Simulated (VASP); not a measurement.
# O (Fmmm) in VASP: further runs, part 3 of 4

VASP 6.6.1. Earlier steps stand in the parts before.

## Step 4: Electric field gradients, PBE

This run uses another cell than the first one, of 10.42 Å³/atom.

File INCAR:

```
SYSTEM = O
PREC = Accurate
ENCUT = 520
EDIFF = 1E-8
ISMEAR = -1
SIGMA = 0.01
LREAL = .False.
LASPH = .True.
NELM = 100
ALGO = Normal
ISIF = 2
LWAVE = .False.
LCHARG = .False.
GGA = PE
LEFG = .True.
NBANDS = 13
```

File KPOINTS:

```
Automatic mesh
0
Gamma
  12 12 12
  0 0 0
```

File POSCAR:

```
O
1.0
    0.0000000000      2.1075500000      3.3448500000
    1.4783500000      0.0000000000      3.3448500000
    1.4783500000      2.1075500000      0.0000000000
O
2
Direct
    0.0871000000      0.0871000000      0.9129000000
    0.9129000000      0.9129000000      0.0871000000
```

Potentials or basis: VASP PAW PBE potentials, release 64 (O).

The run is started by

```console
cat potpaw_PBE.64/O/POTCAR > POTCAR
mpirun -np 1 vasp_std > vasp.out
```

OUTCAR:

```text
SYSTEM = O
   PREC = Accurate
   ENCUT = 520
   EDIFF = 1E-8
   ISMEAR = -1
   LREAL = .False.
   LASPH = .True.
   NELM = 100
   ISIF = 2
   GGA = PE

 ion  position               nearest neighbor table
   1  0.087  0.087  0.913-   2 1.17
   2  0.913  0.913  0.087-   1 1.17

  LATTYP: Found a face centered orthorhombic cell.
 ALAT       =     2.9567000000
 B/A-ratio  =     1.4256096324
 C/A-ratio  =     2.2625562282

  Lattice vectors:

 A1 = (   0.0000000000,   2.1075500000,   3.3448500000)
 A2 = (   1.4783500000,   0.0000000000,   3.3448500000)
 A3 = (   1.4783500000,   2.1075500000,   0.0000000000)

Analysis of symmetry for initial positions (statically):
=====================================================================
 Subroutine PRICEL returns:
 Original cell was already a primitive cell.

 Routine SETGRP: Setting up the symmetry group for a
 face centered orthorhombic supercell.

 Subroutine GETGRP returns: Found  8 space group operations
 (whereof  8 operations were pure point group operations)
 out of a pool of  8 trial point group operations.

The static configuration has the point symmetry D_2h.

Analysis of symmetry for dynamics (positions and initial velocities):
=====================================================================
 Subroutine PRICEL returns:
 Original cell was already a primitive cell.

 Routine SETGRP: Setting up the symmetry group for a
 face centered orthorhombic supercell.

 Subroutine GETGRP returns: Found  8 space group operations
 (whereof  8 operations were pure point group operations)
 out of a pool of  8 trial point group operations.

The dynamic configuration has the point symmetry D_2h.

 Subroutine INISYM returns: Found  8 space group operations
 (whereof  8 operations are pure point group operations),
 and found     1 'primitive' translations

----------------------------------------------------------------------------------------

                                     Primitive cell

  volume of cell :      20.8431

  direct lattice vectors                    reciprocal lattice vectors
     0.000000000  2.107550000  3.344850000    -0.338214902  0.237242296  0.149483534
     1.478350000  0.000000000  3.344850000     0.338214902 -0.237242296  0.149483534
     1.478350000  2.107550000  0.000000000     0.338214902  0.237242296 -0.149483534

  length of vectors
     3.953452735  3.656985131  2.574351515     0.439338769  0.439338769  0.439338769

  position of ions in fractional coordinates (direct lattice)
     0.087100000  0.087100000  0.912900000
     0.912900000  0.912900000  0.087100000

  ion indices of the primitive-cell ions
   primitive index   ion index
                 1           1
                 2           2

----------------------------------------------------------------------------------------

 KPOINTS: Automatic mesh

Automatic generation of k-mesh.
 Grid dimensions read from file:
 generate k-points for:   12   12   12
[... 76 lines left out ...]
   NUPDOWN=      -1.0000    fix difference up-down
   EMIN   =  10.00;   EMAX   =-10.00  energy-range for DOS
   EFERMI =   0.00;   METHOD = LEGACY
   ISMEAR =    -1;   SIGMA  =   0.01  broadening in eV -4-tet -1-fermi 0-gaus
   EFERMI_NEDOS =   21; number of points for ismear=-14 and -15
   IALGO  =     38    algorithm
   IMIX   =      4    mixing-type and parameters
     AMIX     =   0.40;   BMIX     =  1.00
     AMIX_MAG =   1.60;   BMIX_MAG =  1.00
  volume/ion in A,a.u.               =      10.42        70.33
  Fermi-wavevector in a.u.,A,eV,Ry     =   1.361909  2.573634 25.236021  1.854795
  Thomas-Fermi vector in A             =   2.488444
   LORBIT       =      0    0 simple, 1 ext, 2 COOP (PROOUT), +10 PAW based schemes
   GGA     = PE    functional components
[... 5 lines left out ...]
 non-spin polarized calculation
  energy-cutoff  :      520.00
  volume of cell :       20.84
 maximum number of plane-waves:       582
 NGX is ok and might be reduce to    30
   NGX = 15   NGY = 13   NGZ =  9

 number of electron      12.0000001 magnetization

 Free energy of the ion-electron system (eV)
  ---------------------------------------------------
  ext. energy  EPLUGINS =         0.00000000
  ---------------------------------------------------
  free energy    TOTEN  =        -9.31212684 eV

  energy without entropy =       -9.31165310  energy(sigma->0) =       -9.31188997

 E-fermi :   1.4451     XC(G=0):  -9.9068

 val. band max:        1.4433726288   @ k =   0.3333   0.5000   0.1667
 cond. band min:       1.4481088642   @ k =  -0.2500   0.2500   0.4167
 fundamental gap:      0.0047362354
 Fermi energy:         1.4451305045

 k-point     1 :       0.0000    0.0000    0.0000
  band No.  band energies     occupation
      1     -27.4034      2.00000
      2     -12.5529      2.00000
      3      -8.2024      2.00000
      4      -5.1782      2.00000
      5      -4.8603      2.00000
      6       2.0334      0.00000
      7       2.5971      0.00000
      8      10.8532      0.00000
      9      13.6193      0.00000
     10      16.9016      0.00000
     11      21.2624      0.00000
     12      22.2348      0.00000
     13      26.5835      0.00000
[... 354 lines left out ...]
  band No.  band energies     occupation
      1     -26.9034      2.00000
      2     -12.7091      2.00000
      3      -7.9204      2.00000
      4      -6.1316      2.00000
      5      -5.2136      2.00000
      6       0.2112      2.00000
      7       2.3883      0.00000
      8      12.0028      0.00000
      9      15.3535      0.00000
     10      16.3721      0.00000
     11      18.0744      0.00000
     12      21.3933      0.00000
     13      26.3973      0.00000

 [... further k-points ...]

------------------------ aborting loop because EDIFF is reached ----------------------------------------

  FORCE on cell =-STRESS in cart. coord.  units (eV):
  Direction    XX          YY          ZZ          XY          YZ          ZX
  --------------------------------------------------------------------------------------
  -------------------------------------------------------------------------------------
  Total       -0.1674157     -0.7950704      8.0491921      0.0000000      0.0000000      0.0000000
  in kB      -12.8690018    -61.1159211    618.7298692      0.0000000      0.0000000      0.0000000
  external PRESSURE =     181.5816488 kB  Pullay stress =       0.0000000 kB

 VOLUME and BASIS-vectors are now :
 -----------------------------------------------------------------------------
  energy-cutoff  :      520.00
  volume of cell :       20.84
      direct lattice vectors                 reciprocal lattice vectors
     0.000000000  2.107550000  3.344850000    -0.338214902  0.237242296  0.149483534
     1.478350000  0.000000000  3.344850000     0.338214902 -0.237242296  0.149483534
     1.478350000  2.107550000  0.000000000     0.338214902  0.237242296 -0.149483534

 POSITION                                       TOTAL-FORCE (eV/Angst)
 -----------------------------------------------------------------------------------
      1.47835      2.10755      0.58267         0.000000      0.000000      5.744956
      1.47835      2.10755      6.10703         0.000000      0.000000     -5.744956
 -----------------------------------------------------------------------------------
    total drift:                                0.000000      0.000000      0.000000

  FREE ENERGIE OF THE ION-ELECTRON SYSTEM (eV)
  ---------------------------------------------------
  free  energy   TOTEN  =        -9.3121268408 eV

  energy  without entropy=       -9.3116531049  energy(sigma->0) =       -9.31188997

 Electric field gradients (V/A^2)
---------------------------------------------------------------------
 ion       V_xx      V_yy      V_zz      V_xy      V_xz      V_yz
---------------------------------------------------------------------
   1     -62.336   -51.023   113.360    -0.000     0.003     0.002
   2     -62.336   -51.023   113.360    -0.000     0.003     0.002
---------------------------------------------------------------------

 Electric field gradients after diagonalization (V/A^2)
 (convention: |V_zz| > |V_xx| > |V_yy|)
----------------------------------------------------------------------
 ion       V_xx      V_yy      V_zz     asymmetry (V_yy - V_xx)/ V_zz
----------------------------------------------------------------------
   1     -62.336   -51.023   113.360       0.100
   2     -62.336   -51.023   113.360       0.100
----------------------------------------------------------------------

           NMR quadrupolar parameters

 Cq : quadrupolar parameter    Cq=e*Q*V_zz/h
 eta: asymmetry parameters     (V_yy - V_xx)/ V_zz
 Q  : nuclear electric quadrupole moment in mb (millibarn)
----------------------------------------------------------------------
 ion       Cq(MHz)       eta       Q (mb)
----------------------------------------------------------------------
   1       0.274       0.100       1.000
   2       0.274       0.100       1.000
----------------------------------------------------------------------
```

Run time: 53 s. Hardware: 1 thread of Intel Xeon Platinum 8488C (Sapphire Rapids), shared host; peak memory 0.18 GiB.

Results:

```yaml
Free_energy: -9.3121 eV
Pressure: 18.2 GPa
Largest_force: 5.745 eV/Å
Band_gap_on_the_k_mesh: zero (bands 6 and 7 overlap by 1.76 eV)
Largest_electric_field_gradient_by_atom: O +113.4 V/Å²
```

Forces in eV/Å, atoms in the order of the input:
```
O    0.000  0.000  5.745
O    0.000  0.000 -5.745
```

Electric field gradients, principal values (V/Å²):
```
atom    least   middle  greatest (by size)
 1 O  -51.023  -62.336             113.360
 2 O  -51.023  -62.336             113.360
```

Caveat: the standard files for N, O and F lose accuracy on very short bonds; spin is off for a triplet molecule; the cell stands under pressure; this functional lacks dispersion, which holds the molecules together, so the pressure and a relaxed volume are unreliable; without QUAD_EFG the Cq values of the log hold for a quadrupole moment of 1 mb, not for the nuclei; forces of over 1 eV/Å act on the atoms, so gaps and moduli don't describe the material at rest.

## Step 5: Electric field gradients, PBE

This run uses another cell than the first one, of 10.42 Å³/atom.

File INCAR:

```
PREC     = Accurate       # precision mode
ENCUT    = 520            # plane-wave cutoff, eV
EDIFF    = 1E-8           # SCF threshold, eV
ISMEAR   = -1             # smearing method
SIGMA    = 0.01           # smearing width, eV
LREAL    = False          # projectors in reciprocal space
LASPH    = True           # aspherical terms in the spheres
NELM     = 100            # most SCF steps
ALGO     = Normal         # electronic algorithm
ISIF     = 2              # what is computed and relaxed
LWAVE    = False          # write WAVECAR
LCHARG   = False          # write CHGCAR
GGA      = PE             # functional
LEFG     = True         
NBANDS   = 13             # bands
```

File KPOINTS:

```
regular mesh
0
Gamma
  12 12 12
```

POSCAR is that of step 4.

Potentials or basis: VASP PAW PBE potentials, release 64 (O).

The run is started by

```console
cat potpaw_PBE.64/O/POTCAR > POTCAR
mpirun -np 1 vasp_std > vasp.out
```

OUTCAR:

```text
PREC = Accurate
   ENCUT = 520
   EDIFF = 1E-8
   ISMEAR = -1
   LREAL = False
   LASPH = True
   NELM = 100
   ISIF = 2
   GGA = PE

 ion  position               nearest neighbor table
   1  0.087  0.087  0.913-   2 1.17
   2  0.913  0.913  0.087-   1 1.17

  LATTYP: Found a face centered orthorhombic cell.
 ALAT       =     2.9567000000
 B/A-ratio  =     1.4256096324
 C/A-ratio  =     2.2625562282

  Lattice vectors:

 A1 = (   0.0000000000,   2.1075500000,   3.3448500000)
 A2 = (   1.4783500000,   0.0000000000,   3.3448500000)
 A3 = (   1.4783500000,   2.1075500000,   0.0000000000)

Analysis of symmetry for initial positions (statically):
=====================================================================
 Subroutine PRICEL returns:
 Original cell was already a primitive cell.

 Routine SETGRP: Setting up the symmetry group for a
 face centered orthorhombic supercell.

 Subroutine GETGRP returns: Found  8 space group operations
[... 571 lines left out ...]
  volume of cell :       20.84
      direct lattice vectors                 reciprocal lattice vectors
     0.000000000  2.107550000  3.344850000    -0.338214902  0.237242296  0.149483534
     1.478350000  0.000000000  3.344850000     0.338214902 -0.237242296  0.149483534
     1.478350000  2.107550000  0.000000000     0.338214902  0.237242296 -0.149483534

 POSITION                                       TOTAL-FORCE (eV/Angst)
 -----------------------------------------------------------------------------------
      1.47835      2.10755      0.58267         0.000000      0.000000      5.744956
      1.47835      2.10755      6.10703         0.000000      0.000000     -5.744956
 -----------------------------------------------------------------------------------
    total drift:                                0.000000      0.000000      0.000000

  FREE ENERGIE OF THE ION-ELECTRON SYSTEM (eV)
  ---------------------------------------------------
  free  energy   TOTEN  =        -9.3121268408 eV

  energy  without entropy=       -9.3116531049  energy(sigma->0) =       -9.31188997

 Electric field gradients (V/A^2)
---------------------------------------------------------------------
 ion       V_xx      V_yy      V_zz      V_xy      V_xz      V_yz
---------------------------------------------------------------------
   1     -62.336   -51.023   113.360    -0.000     0.003     0.002
   2     -62.336   -51.023   113.360    -0.000     0.003     0.002
---------------------------------------------------------------------

 Electric field gradients after diagonalization (V/A^2)
 (convention: |V_zz| > |V_xx| > |V_yy|)
----------------------------------------------------------------------
 ion       V_xx      V_yy      V_zz     asymmetry (V_yy - V_xx)/ V_zz
----------------------------------------------------------------------
   1     -62.336   -51.023   113.360       0.100
   2     -62.336   -51.023   113.360       0.100
----------------------------------------------------------------------

           NMR quadrupolar parameters

 Cq : quadrupolar parameter    Cq=e*Q*V_zz/h
 eta: asymmetry parameters     (V_yy - V_xx)/ V_zz
 Q  : nuclear electric quadrupole moment in mb (millibarn)
----------------------------------------------------------------------
 ion       Cq(MHz)       eta       Q (mb)
----------------------------------------------------------------------
   1       0.274       0.100       1.000
   2       0.274       0.100       1.000
----------------------------------------------------------------------
```

OSZICAR:

```text
N       E                     dE             d eps       ncg     rms          rms(c)
DAV:   1     0.362842172543E+02    0.36284E+02   -0.65720E+03  7541   0.865E+02
DAV:   2    -0.843046363773E+01   -0.44715E+02   -0.42928E+02  9315   0.187E+02
DAV:   3    -0.965786012163E+01   -0.12274E+01   -0.12171E+01  8158   0.276E+01
DAV:   4    -0.966095681426E+01   -0.30967E-02   -0.30966E-02  8358   0.169E+00
DAV:   5    -0.966096767363E+01   -0.10859E-04   -0.10859E-04  8203   0.919E-02    0.472E+00
DAV:   6    -0.937275377627E+01    0.28821E+00   -0.25769E-01  8125   0.466E+00    0.246E+00
DAV:   7    -0.930948972750E+01    0.63264E-01   -0.23060E-01  8545   0.428E+00    0.505E-01
DAV:   8    -0.931208178822E+01   -0.25921E-02   -0.14958E-02  7530   0.107E+00    0.839E-02
DAV:   9    -0.931212085920E+01   -0.39071E-04   -0.22679E-04  8655   0.136E-01    0.298E-02
DAV:  10    -0.931212937619E+01   -0.85170E-05   -0.26924E-05  7580   0.526E-02    0.670E-03
DAV:  11    -0.931212789804E+01    0.14782E-05   -0.43201E-06  7960   0.185E-02    0.441E-03
DAV:  12    -0.931212703785E+01    0.86019E-06   -0.61505E-07  8235   0.729E-03    0.786E-04
DAV:  13    -0.931212683215E+01    0.20570E-06   -0.70399E-08  7510   0.238E-03    0.173E-04
DAV:  14    -0.931212684683E+01   -0.14677E-07   -0.67397E-10  4795   0.257E-04    0.476E-05
DAV:  15    -0.931212684078E+01    0.60461E-08   -0.13487E-10  3790   0.122E-04
   1 F= -.93121268E+01 E0= -.93118900E+01  d E =-.473736E-03
```

Wall time 51 s (1 thread of Intel Xeon Platinum 8488C (Sapphire Rapids), shared host); peak memory 0.17 GiB.

What came out:

* Free energy: -9.3121 eV
* Pressure: 18.2 GPa
* Largest force: 5.745 eV/Å
* Band gap on the k mesh: zero (bands 6 and 7 overlap by 1.76 eV)
* Largest electric field gradient by atom: O +113.4 V/Å²

Forces on the atoms (eV/Å):
```
O    0.000  0.000  5.745
O    0.000  0.000 -5.745
```

Electric field gradients, principal values (V/Å²):
| atom | least | middle | greatest (by size) |
| --- | --- | --- | --- |
| 1 O | -51.023 | -62.336 | 113.360 |
| 2 O | -51.023 | -62.336 | 113.360 |

Caveat: the standard files for N, O and F lose accuracy on very short bonds; spin is off for a triplet molecule; the cell stands under pressure; this functional lacks dispersion, which holds the molecules together, so the pressure and a relaxed volume are unreliable; without QUAD_EFG the Cq values of the log hold for a quadrupole moment of 1 mb, not for the nuclei; forces of over 1 eV/Å act on the atoms, so gaps and moduli don't describe the material at rest.

(Part 3 of 4 ends here.)
